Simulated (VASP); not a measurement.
# H2CO2 in VASP: a series of runs, part 3 of 4

VASP 6.6.1. The steps go on from the part before.

## 5. Single point, PBE+D3(BJ)

The input, INCAR:

```
SYSTEM = H2CO2
  PREC = Accurate
  ENCUT = 520
  EDIFF = 1E-6
  ISMEAR = -1
  SIGMA = 0.05
  LREAL = Auto
  LASPH = .True.
  NELM = 80
  ALGO = Normal
  ISIF = 2
  LWAVE = .False.
  LCHARG = .True.
  GGA = PE
  IVDW = 12
  LELF = .True.
  LVHAR = .True.
  NBANDS = 98
```

The input, KPOINTS:

```
Automatic mesh
0
Gamma
  1 1 1
  0 0 0
```

The input, POSCAR:

```
H2CO2
1.0
    7.9581140000      0.0000000000      0.0000000000
    0.0000000000      7.9581140000      0.0000000000
    0.0000000000      0.0000000000      7.9581140000
O C H
16 8 16
Direct
    0.7909034729      0.1439788372      0.4572440154
    0.9470836934      0.2792244494      0.2562918802
    0.1913518706      0.3081509011     -0.0647892202
    0.3739579503      0.3325411021      0.1597489053
    0.7141390535      0.6824229962      1.0297163373
    0.5114779708      0.6438460168      0.8362408480
    0.2320776003      0.8323203211      0.7897599858
    0.0852086311      0.6335295021      0.9360257971
    0.2013039773      0.8111343969      0.2786464230
    0.2160310848      0.5860056792      0.4584377655
    0.1306088352      0.0827583018      0.5473407393
    0.3918893346      0.1931487787      0.5525932401
    0.8133334104      0.3587533428      0.9166619126
    0.7196177386      0.0874956051      0.9416301400
    0.5314324474      0.9038196739      0.4033367705
    0.7635603109      0.7278106345      0.4455201320
    0.8122653181      0.2323037845      0.3190328764
    0.2933483989      0.2472068131      0.0596749431
    0.5758273882      0.7285017531      0.9451359958
    0.0950350799      0.7652064296      0.8577157854
    0.1447830478      0.6630465460      0.3520055129
    0.2448067469      0.2033898987      0.5104852733
    0.7106960267      0.2305194422      0.8766775646
    0.6165531180      0.7600041919      0.4193455887
    0.8942319751      0.0871060656      0.5009981008
    0.6848733255      0.2592574070      0.2663068159
    0.1882104227      0.4294233533     -0.0465813885
    0.3014784659      0.1061306737      0.0515323103
    0.7513714933      0.5742189670      0.9801945536
    0.5357676454      0.8519857846      0.9923079765
    0.3309955097      0.7571266257      0.7922605783
   -0.0171523052      0.8468086785      0.8486307183
    0.2985003733      0.8479898629      0.3424178141
    0.0291275043      0.6131980517      0.3049968875
    0.1896303571     -0.0074640801      0.6098806828
    0.1840511458      0.3038031373      0.4488626325
    0.8917816458      0.3247251799      1.0178667961
    0.6154724599      0.2720996457      0.7855630115
    0.6107854198      1.0037931098      0.4182900622
    0.5251118544      0.6583469400      0.3900295975
```

Potentials or basis: VASP PAW PBE potentials, release 64 (O, C, H).

Run with:

```
> cat potpaw_PBE.64/O/POTCAR potpaw_PBE.64/C/POTCAR potpaw_PBE.64/H/POTCAR > POTCAR
> mpirun -np 1 vasp_gam > vasp.out
```

OUTCAR:

```text
SYSTEM = H2CO2
   PREC = Accurate
   ENCUT = 520
   EDIFF = 1E-6
   ISMEAR = -1
   LREAL = Auto
   LASPH = .True.
   NELM = 80
   ISIF = 2
   GGA = PE
   IVDW = 12
 IVDW          = 12

 ion  position               nearest neighbor table
   1  0.791  0.144  0.457-  25 1.00  17 1.32
   2  0.947  0.279  0.256-  17 1.24
   3  0.191  0.308  0.935-  27 0.98  18 1.37
   4  0.374  0.333  0.160-  18 1.23
   5  0.714  0.682  0.030-  29 0.99  19 1.34
   6  0.511  0.644  0.836-  19 1.21
   7  0.232  0.832  0.790-  31 0.99  20 1.33
   8  0.085  0.634  0.936-  20 1.22
   9  0.201  0.811  0.279-  33 0.97  21 1.39
  10  0.216  0.586  0.458-  21 1.19
  11  0.131  0.083  0.547-  35 0.99  22 1.35
  12  0.392  0.193  0.553-  22 1.22
  13  0.813  0.359  0.917-  37 1.05  23 1.35
  14  0.720  0.087  0.942-  23 1.25
  15  0.531  0.904  0.403-  39 1.02  24 1.34
  16  0.764  0.728  0.446-  24 1.22
  17  0.812  0.232  0.319-  26 1.12   2 1.24   1 1.32
[... 9 lines left out ...]
  27  0.188  0.429  0.953-   3 0.98
  28  0.301  0.106  0.052-  18 1.13
  29  0.751  0.574  0.980-   5 0.99
  30  0.536  0.852  0.992-  19 1.10
[... 8 lines left out ...]
  39  0.611  0.004  0.418-  15 1.02
  40  0.525  0.658  0.390-  24 1.11

  LATTYP: Found a simple cubic cell.
 ALAT       =     7.9581140000

  Lattice vectors:

 A1 = (   7.9581140000,   0.0000000000,   0.0000000000)
 A2 = (   0.0000000000,   7.9581140000,   0.0000000000)
 A3 = (   0.0000000000,   0.0000000000,   7.9581140000)

Analysis of symmetry for initial positions (statically):
=====================================================================
 Subroutine PRICEL returns:
 Original cell was already a primitive cell.

 Routine SETGRP: Setting up the symmetry group for a
 simple cubic supercell.

 Subroutine GETGRP returns: Found  1 space group operations
 (whereof  1 operations were pure point group operations)
 out of a pool of 48 trial point group operations.

The static configuration has the point symmetry C_1 .

Analysis of symmetry for dynamics (positions and initial velocities):
=====================================================================
 Subroutine PRICEL returns:
 Original cell was already a primitive cell.

 Routine SETGRP: Setting up the symmetry group for a
 simple cubic supercell.

 Subroutine GETGRP returns: Found  1 space group operations
 (whereof  1 operations were pure point group operations)
 out of a pool of 48 trial point group operations.

The dynamic configuration has the point symmetry C_1 .

 Subroutine INISYM returns: Found  1 space group operations
 (whereof  1 operations are pure point group operations),
 and found     1 'primitive' translations

----------------------------------------------------------------------------------------

                                     Primitive cell

  volume of cell :     503.9999

  direct lattice vectors                    reciprocal lattice vectors
     7.958114000  0.000000000  0.000000000     0.125657913  0.000000000  0.000000000
     0.000000000  7.958114000  0.000000000     0.000000000  0.125657913  0.000000000
     0.000000000  0.000000000  7.958114000     0.000000000  0.000000000  0.125657913

  length of vectors
[... 107 lines left out ...]

 Subroutine IBZKPT returns following result:
 ===========================================

 Found      1 irreducible k-points:

 Following reciprocal coordinates:
            Coordinates               Weight
  0.000000  0.000000  0.000000      1.000000
   k-points           NKPTS =      1   k-points in BZ     NKDIM =      1   number of bands    NBANDS=     98
   number of dos      NEDOS =    301   number of ions     NIONS =     40
   total plane-waves  NPLWV = 216000
   dimension x,y,z NGX =    60 NGY =   60 NGZ =   60
   dimension x,y,z NGXF=   120 NGYF=  120 NGZF=  120
   ions per type =              16   8  16
   NGX,Y,Z   is equivalent  to a cutoff of  12.53, 12.53, 12.53 a.u.
   NGXF,Y,Z  is equivalent  to a cutoff of  25.07, 25.07, 25.07 a.u.
 SYSTEM =  H2CO2
   PREC   = accura    normal or accurate (medium, high low for compatibility)
   ISTART =      0    job   : 0-new  1-cont  2-samecut
   ICHARG =      2    charge: 1-file 2-atom 10-const
   ISPIN  =      1    spin polarized calculation?
   LNONCOLLINEAR =      F non collinear calculations
   LSORBIT =      F    spin-orbit coupling
   LASPH  =      T    aspherical Exc in radial PAW
   ENCUT  =  520.0 eV  38.22 Ry    6.18 a.u.  14.80 14.80 14.80*2*pi/ulx,y,z
   NELM   =     80;   NELMIN=  2; NELMDL= -5     # of ELM steps
   EDIFF  = 0.1E-05   stopping-criterion for ELM
   LREAL  =      T    real-space projection
   EDIFFG = 0.1E-04   stopping-criterion for IOM
   NSW    =      0    number of steps for IOM
   IBRION =     -1    ionic relax: 0-MD 1-quasi-New 2-CG
   NFREE  =      0    steps in history (QN), initial steepest desc. (CG)
   ISIF   =      2    stress and relaxation
   ISYM   =      2    0-nonsym 1-usesym 2-fastsym
   POTIM  = 0.5000    time-step for ionic-motion
   TEBEG  =    0.0;   TEEND  =   0.0 temperature during run
   PSTRESS=    0.0 pullay stress
   NELECT =     144.0000    total number of electrons
   NUPDOWN=      -1.0000    fix difference up-down
   EMIN   =  10.00;   EMAX   =-10.00  energy-range for DOS
   EFERMI =   0.00;   METHOD = LEGACY
   ISMEAR =    -1;   SIGMA  =   0.05  broadening in eV -4-tet -1-fermi 0-gaus
   EFERMI_NEDOS =   21; number of points for ismear=-14 and -15
   IALGO  =     38    algorithm
   IMIX   =      4    mixing-type and parameters
     AMIX     =   0.40;   BMIX     =  1.00
     AMIX_MAG =   1.60;   BMIX_MAG =  1.00
  volume/ion in A,a.u.               =      12.60        85.03
  Fermi-wavevector in a.u.,A,eV,Ry     =   1.078248  2.037594 15.818401  1.162620
  Thomas-Fermi vector in A             =   2.214182
   LORBIT       =      0    0 simple, 1 ext, 2 COOP (PROOUT), +10 PAW based schemes
   GGA     = PE    functional components
   LHFCALC =     F    Hartree Fock is set to
   AEXX    =    0.0000 exact exchange contribution
   IVDW    =    12    specifies the selected vdW correction
   LEPSILON=     F    determine dielectric tensor
   LRPA    =     F    only Hartree local field effects (RPA)
 non-spin polarized calculation
  energy-cutoff  :      520.00
  volume of cell :      504.00
 maximum number of plane-waves:      6759
 NGX is ok and might be reduce to    60
   NGX = 29   NGY = 29   NGZ = 29

 number of electron     143.9999995 magnetization

 Free energy of the ion-electron system (eV)
  ---------------------------------------------------
  ext. energy  EPLUGINS =         0.00000000
  ---------------------------------------------------
  free energy    TOTEN  =      -240.78532304 eV

  energy without entropy =     -240.78532304  energy(sigma->0) =     -240.78532304

 E-fermi :  -1.2862     XC(G=0):  -7.0143

 val. band max:       -2.5468935037   @ k =   0.0000   0.0000   0.0000
 cond. band min:       1.6173940670   @ k =   0.0000   0.0000   0.0000
 fundamental gap:      4.1642875706
 Fermi energy:        -1.2862449055

 k-point     1 :       0.0000    0.0000    0.0000
  band No.  band energies     occupation
      1     -24.7893      2.00000
      2     -24.5009      2.00000
      3     -24.3117      2.00000
      4     -24.0542      2.00000
      5     -23.9938      2.00000
      6     -23.9633      2.00000
[... 76 lines left out ...]
     83       4.5547      0.00000
     84       4.8738      0.00000
 [bands above 84 left out]

------------------------ aborting loop because EDIFF is reached ----------------------------------------

 Edisp (eV)   -1.80086

 E8    (eV) :    -0.4147

  FORCE on cell =-STRESS in cart. coord.  units (eV):
  Direction    XX          YY          ZZ          XY          YZ          ZX
  --------------------------------------------------------------------------------------
  -------------------------------------------------------------------------------------
  Total      -2.44555    -0.70540    -1.04528    -1.87962     0.32307     1.65382
  in kB      -7.77422    -2.24240    -3.32288    -5.97518     1.02702     5.25737
  external pressure =       -4.45 kB  Pullay stress =        0.00 kB

 VOLUME and BASIS-vectors are now :
 -----------------------------------------------------------------------------
  energy-cutoff  :      520.00
  volume of cell :      504.00
      direct lattice vectors                 reciprocal lattice vectors
     7.958114000  0.000000000  0.000000000     0.125657913  0.000000000  0.000000000
     0.000000000  7.958114000  0.000000000     0.000000000  0.125657913  0.000000000
     0.000000000  0.000000000  7.958114000     0.000000000  0.000000000  0.125657913

 POSITION                                       TOTAL-FORCE (eV/Angst)
 -----------------------------------------------------------------------------------
      6.29410      1.14580      3.63880         0.069894     -1.099829      0.861299
      7.53700      2.22210      2.03960        -1.148972     -0.460342      0.274394
      1.52280      2.45230      7.44251         0.745749     -1.135142      1.115903
      2.97600      2.64640      1.27130        -0.449024     -0.349233     -0.478289
      5.68320      5.43080      0.23649        -0.345114      0.089112     -0.357974
      4.07040      5.12380      6.65490        -1.066742     -0.266751     -1.131936
[... 32 lines left out ...]
      4.86070      0.03019      3.32880        -0.755966     -0.685109      0.178073
      4.17890      5.23920      3.10390         0.079076     -0.073649      0.292040
 -----------------------------------------------------------------------------------
    total drift:                               -0.030467     -0.020343      0.000131

  FREE ENERGIE OF THE ION-ELECTRON SYSTEM (eV)
  ---------------------------------------------------
  free  energy   TOTEN  =      -242.5861824282 eV

  energy  without entropy=     -242.5861824282  energy(sigma->0) =     -242.58618243
```

Run time: 78 s. Hardware: 1 thread of Intel Xeon Platinum 8559C (Emerald Rapids), shared host; peak memory 0.47 GiB.

What came out:

```yaml
Free_energy: -242.5862 eV
Pressure: -0.4 GPa
Largest_force: 2.703 eV/Å
Band_gap_on_the_k_mesh: 4.16 eV
Dispersion_energy_per_atom: -0.045 eV
```

Forces on the atoms (eV/Å):
```
O    0.070 -1.100  0.861
O   -1.149 -0.460  0.274
O    0.746 -1.135  1.116
O   -0.449 -0.349 -0.478
O   -0.345  0.089 -0.358
O   -1.067 -0.267 -1.132
O   -0.608  0.708 -0.538
O    0.359 -0.282 -0.187
O   -1.281 -1.159  0.148
O    1.613 -0.679  2.059
O   -0.179 -0.578  0.133
O   -0.254  0.165 -0.180
O    0.954 -0.411  1.524
O   -0.174  1.897 -1.003
O    1.308  1.503  0.257
O    0.256  1.103  0.377
C    0.404  1.004 -1.360
C    0.261 -0.236 -0.546
C    1.376  0.419  1.568
C   -0.619 -0.012  0.781
C   -0.095  1.449 -1.581
C    0.955 -0.876  1.124
C    0.175 -1.621  1.243
C   -0.808 -2.163 -0.907
H    0.227  0.582 -0.230
H    0.379  0.218 -0.042
H   -0.250  1.080 -0.319
H   -0.181  0.619  0.092
H    0.213 -0.213  0.041
H   -0.279  0.139 -0.182
H    0.711 -0.830  0.152
H    0.188  0.192 -0.266
H    0.768  0.212  0.241
H   -1.025  0.354 -0.996
H   -0.129 -0.005  0.210
H   -0.393  1.291 -0.819
H   -0.967  0.252 -1.324
H   -0.031 -0.142 -0.227
H   -0.756 -0.685  0.178
H    0.079 -0.074  0.292
```

Caveat: the k points lie up to 0.79 Å⁻¹ apart; the atoms stand as in a frame of molecular dynamics.

## 6. Single point, PBE+D3(BJ)

The input, INCAR:

```
SYSTEM = H2CO2
ALGO = Normal
EDIFF = 1E-7
ENCUT = 520
GGA = PE
ISIF = 2
ISMEAR = -1
IVDW = 12
LASPH = .TRUE.
LCHARG = .TRUE.
LELF = .TRUE.
LREAL = Auto
LVHAR = .TRUE.
LWAVE = .FALSE.
NBANDS = 98
NELM = 60
PREC = Accurate
SIGMA = 0.05
```

The input, KPOINTS:

```
k-points
0
G
  1 1 1
  0 0 0
```

The input, POSCAR:

```
H2CO2
1.0
    7.9581140000      0.0000000000      0.0000000000
    0.0000000000      7.9581140000      0.0000000000
    0.0000000000      0.0000000000      7.9581140000
O C H
16 8 16
Direct
    0.8219535433      0.1559666021      0.4359575648
    0.9276318485      0.2871408980      0.2077125309
    0.1994568060      0.3202266266     -0.0409267824
    0.3802785434      0.3279797198      0.1786478555
    0.7139380009      0.6821339830      1.0225412705
    0.4949539552      0.6362185814      0.8459667705
    0.2203034538      0.8292040049      0.7588732707
    0.0891040264      0.6456177934      0.9371818499
    0.2008390430      0.8067238042      0.2901064247
    0.1431620608      0.5849752843      0.4609257922
    0.1156681093      0.0951607378      0.5508968582
    0.3878054524      0.1811107506      0.5611631098
    0.8104558442      0.3687557127      0.9060186873
    0.6944861559      0.1125894904      0.9199918473
    0.5171954058      0.8827091444      0.4208157863
    0.7633466924      0.7460561636      0.4540523044
    0.8124035418      0.2316629292      0.2858089241
    0.3017926107      0.2488654975      0.0720396818
    0.5791573230      0.7253351736      0.9409138899
    0.0981639620      0.7820697215      0.8634332205
    0.1157812014      0.6690529942      0.3324531415
    0.2412757596      0.2057648332      0.5197085641
    0.7019753675      0.2548342484      0.8581681539
    0.6194935132      0.7486195850      0.3998183489
    0.9401096793      0.1341398226      0.4727627677
    0.6866199705      0.2474204315      0.2351310876
    0.1918293706      0.4476814481     -0.0377225056
    0.2964521493      0.1121999509      0.0624519830
    0.7499515589      0.5662019921      0.9741629738
    0.5314575790      0.8478390734      0.9872439626
    0.3127248491      0.7346841224      0.7567999152
    0.0139354626      0.8889669085      0.8770042751
    0.3040418873      0.8190634113      0.3593690666
    0.0200424372      0.6513352284      0.2406349042
    0.1531141675      0.0011560528      0.6244821323
    0.1866145672      0.3147982047      0.4626850030
    0.8752073670      0.3298017596      1.0121116636
    0.6265806195      0.2913127407      0.7482426113
    0.5547294246      0.9905236341      0.4663542141
    0.5616029124      0.6405412137      0.3302541281
```

Potentials or basis: VASP PAW PBE potentials, release 64 (O, C, H).

Run with:

```
> cat potpaw_PBE.64/O/POTCAR potpaw_PBE.64/C/POTCAR potpaw_PBE.64/H/POTCAR > POTCAR
> mpirun -np 1 vasp_gam > vasp.out
```

Wall time 84 s (1 thread of Intel Xeon Platinum 8559C (Emerald Rapids), shared host); peak memory 0.52 GiB.

Results (log left out):

| Item | Value |
| --- | --- |
| Free energy | -242.6473 eV |
| Pressure | -0.2 GPa |
| Largest force | 3.628 eV/Å |
| Band gap on the k mesh | 4.26 eV |
| Dispersion energy per atom | -0.045 eV |

Forces in eV/Å, atoms in the order of the input:
```
O   -1.032  0.289 -0.914
O    3.061  0.992 -1.676
O   -0.043  0.039 -0.500
O    0.277 -0.422 -0.201
O    1.238 -1.572 -0.655
O    0.222 -0.008 -0.621
O    1.047 -1.265 -0.075
O   -0.020  1.020 -0.536
O    0.623  0.352 -0.352
O   -0.162  0.539 -1.309
O    0.115 -0.335  0.406
O   -0.792  0.240 -0.345
O    0.954  1.279  0.978
O   -0.167  0.576 -0.128
O   -1.619 -0.865 -0.977
O   -0.584 -0.325 -0.432
C   -1.986 -0.938  2.035
C   -0.461  1.601  0.383
C   -1.988  0.740  0.706
C    0.423 -0.901  0.470
C    0.753 -0.438  2.150
C    1.160 -0.777  0.969
C   -0.485 -2.195 -0.456
C    1.687  0.452  0.879
H    0.168  0.002  0.054
H   -0.911 -0.331  0.361
H    0.224 -0.732  0.152
H    0.141 -0.393 -0.097
H   -0.035  0.832  0.445
H    0.266  0.147 -0.386
H   -0.510  0.963  0.145
H   -0.823  0.051  0.323
H   -0.084  0.246  0.117
H   -1.054 -0.585 -0.588
H    0.241 -0.127 -0.200
H    0.037  1.006 -0.601
H   -0.220  0.017 -0.244
H   -0.140  0.278  0.029
H    0.665 -0.113  0.367
H   -0.184  0.662  0.324
```

Stress tensor (GPa, compression positive):
```
 1.67  1.03 -0.54
 1.03 -1.56  0.15
-0.54  0.15 -0.82
```

Levels at points of the mesh, in eV from the valence-band top:
| k point | band 68 | band 69 | band 70 | band 71 | band 72 | band 73 | band 74 | band 75 | band 76 | band 77 |
| --- | --- | --- | --- | --- | --- | --- | --- | --- | --- | --- |
| (0.00, 0.00, 0.00) | -0.55 | -0.36 | -0.24 | -0.16 | 0.00 | 4.26 | 4.57 | 4.61 | 4.65 | 4.81 |

Caveat: the k points lie up to 0.79 Å⁻¹ apart; the atoms stand as in a frame of molecular dynamics.

(Continued in part 4 of 4.)
